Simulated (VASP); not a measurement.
Runs of VASP 6.6.1 on Zr. The structure is that of space group Pm-3m (No. 221), or close to it. The cells are those of the table. 

```csv
cell,gap on the mesh (eV),pressure (GPa)
"a = 2.981 Å, 1 atom",none,-2.0
"a = 2.861 Å, 1 atom",none,(b)
"a = 2.902 Å, 1 atom",none,(a)
"a = 2.942 Å, 1 atom",none,0.3
"a = 3.055 Å, 1 atom",none,-5.6
```

Alike in all rows: task single point; level RPBE; potentials or basis VASP PAW PBE potentials, release 64 (Zr_sv); no spin polarisation; k mesh 12 × 12 × 12; cutoff (eV) 520; smearing fermi-dirac 0.1 eV.

Q: Fill in the values left out.

A: (a) 3.1; (b) 6.3.

Caveats: the PAW data sets were made with another functional, which shifts forces and pressure a little.

A k mesh can miss the band edges, and the runs leave out spin-orbit coupling on Zr.

A gap of «none» marks levels without a gap at the run's occupations.
